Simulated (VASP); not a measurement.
Here is a VASP 6.6.1 calculation.

Contents of INCAR:

```
SYSTEM = SrCd
  PREC = Accurate
  ENCUT = 520
  EDIFF = 1E-8
  ISMEAR = -1
  SIGMA = 0.08
  LREAL = .False.
  LASPH = .True.
  NELM = 80
  ALGO = Normal
  ISIF = 2
  LWAVE = .False.
  LCHARG = .False.
  GGA = CA
  LEFG = .True.
  NBANDS = 18
```

KPOINTS

```
Automatic mesh
0
Gamma
  10 10 10
  0 0 0
```

The input POSCAR:

```
SrCd
1.0
    4.0295107064      0.0000000000      0.0000000000
    0.0000000000      4.0295107064      0.0000000000
    0.0000000000      0.0000000000      4.0295107064
Sr Cd
1 1
Direct
    0.5000000000      0.5000000000      0.5000000000
    0.0000000000      0.0000000000      0.0000000000
```

Potentials or basis: VASP PAW LDA potentials, release 64 (Sr_sv, Cd).

Run with:

```bash
$ cat potpaw_LDA.64/Sr_sv/POTCAR potpaw_LDA.64/Cd/POTCAR > POTCAR
$ mpirun -np 1 vasp_std > vasp.out
```

(1) What does it give for the pressure?

(2) What does it give for the band gap on the k mesh?

Results:

(1) -2.4 GPa.

(2) zero (band 11 reaches 3.30 eV, above the bottom of band 12 at 1.23 eV).

Caveat: without QUAD_EFG the Cq values of the log hold for a quadrupole moment of 1 mb, not for the nuclei.
